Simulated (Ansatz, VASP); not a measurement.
One calculation of InAs, two programs

```
In As
1.0
     0.00000    3.04386    3.04386
     3.04386    0.00000    3.04386
     3.04386    3.04386    0.00000
In As
1 1
Direct
  0.25000 0.25000 0.25000
  0.00000 0.00000 0.00000
```

Alike in both runs: functional PBEsol; k mesh 12 × 12 × 12; occupations fermi-dirac, width 0.15 eV; no spin polarisation.

Ansatz relaxed the structure, and its values are those at the end. VASP's run is a single point on that final structure, the one shown.

|  | VASP | Ansatz |
| --- | --- | --- |
| version | VASP 6.6.1 | Ansatz 0.2.0 |
| potentials or method | VASP PAW PBE potentials, release 64 (In_d, As), cutoff 520 eV | scalar-relativistic, plane waves, PAW |
| valence electrons in the cell | 18 | 28 |

```csv
,VASP,Ansatz,Ansatz less VASP
gap on the k mesh at the Fermi level (eV),none,none,-
pressure (GPa),0.1,0.0,-0.07
```

VASP's potentials were made for PBE, not for PBEsol, and Ansatz warns of the same on its side. A gap of «none» marks a metal or a gap that the smearing closes. With one functional, cell and mesh, what is left measures potentials, basis and numerics. VASP's potentials hold 18 valence electrons a cell and Ansatz's 28, so a difference there can come from the potentials and not from the codes.
